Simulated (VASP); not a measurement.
Runs of VASP 6.6.1 on ScPt. The structure is that of space group Pm-3m (No. 221), or close to it. The cells are those of the table. 

```tsv
task	cell	gap on the mesh (eV)	pressure (GPa)
single point	a = 3.226 Å, 2 atoms	none	1.4
electric field gradients	a = 3.203 Å, 2 atoms	none	5.1
electric field gradients	a = 3.335, b = 3.335, c = 3.270 Å, 2 atoms	none	-9.9
single point	a = 3.281 Å, 2 atoms	none	-6.2
single point	a = 3.313 Å, 2 atoms	none	(b)
single point	a = 3.270 Å, 2 atoms	none	-4.8
single point	a = 3.334 Å, 2 atoms	none	(a)
```

Alike in all rows: level LDA; potentials or basis VASP PAW LDA potentials, release 64 (Sc_sv, Pt); no spin polarisation; k mesh 10 × 10 × 10; cutoff (eV) 520; smearing fermi-dirac 0.05 eV.

Problem. Fill in the values left out.

Solution. (a) -12.0; (b) -9.8.

Caveats: spin-orbit coupling is left out, which moves the levels of the heavy elements.

A k mesh can miss the band edges, and the runs leave out spin-orbit coupling on Pt.

A gap of «none» marks levels without a gap at the run's occupations.
